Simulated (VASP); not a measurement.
**ReTeOs3: single point with PBE**

ReTeOs3:

```
Re Te Os
1.0
     4.73813    0.00000    0.00000
     0.00000    4.73813    0.00000
     0.00000    0.00000    4.73813
Re Te Os
1 1 3
Direct
  0.50000 0.50000 0.50000
  0.00000 0.00000 0.00000
  0.50000 0.50000 0.00000
  0.00000 0.50000 0.50000
  0.50000 0.00000 0.50000
```

* Program: VASP 6.6.1
* Task: single point
* Functional: PBE
* Potentials or basis: VASP PAW PBE potentials, release 64 (Re, Te, Os)
* Cutoff: 520 eV
* k mesh: 8 × 8 × 8
* Occupations: gaussian, width 0.1 eV
* Spin: no spin polarisation
* Dipole correction: no
* Further INCAR settings: ALGO = Normal; EDIFF = 1e-07; NBANDS = 26

| Quantity | Value |
| --- | --- |
| Pressure | -0.8 GPa |

Levels at points of the mesh, in eV from the Fermi level:
```csv
k point,band 16,band 17,band 18,band 19,band 20,band 21,band 22,band 23
"(0.00, 0.00, 0.00)",-0.99,0.23,0.23,0.23,0.58,1.81,1.81,3.42
"(0.50, 0.00, 0.00)",-1.26,-0.69,-0.24,0.23,0.81,0.81,1.55,2.44
"(0.50, 0.50, 0.00)",-1.17,-0.55,-0.36,-0.31,0.05,0.29,0.29,1.73
"(0.50, 0.50, 0.50)",-1.59,-1.29,-1.16,-1.16,-1.16,-0.45,-0.45,0.25
```

Run time: 2.7 min on 1 thread of Intel(R) Xeon(R) Platinum 8259CL CPU @ 2.50GHz (Skylake/Cascade Lake) (shared host), peak memory 0.27 GiB.

Caveat: spin-orbit coupling is left out, which moves the levels of the heavy elements.
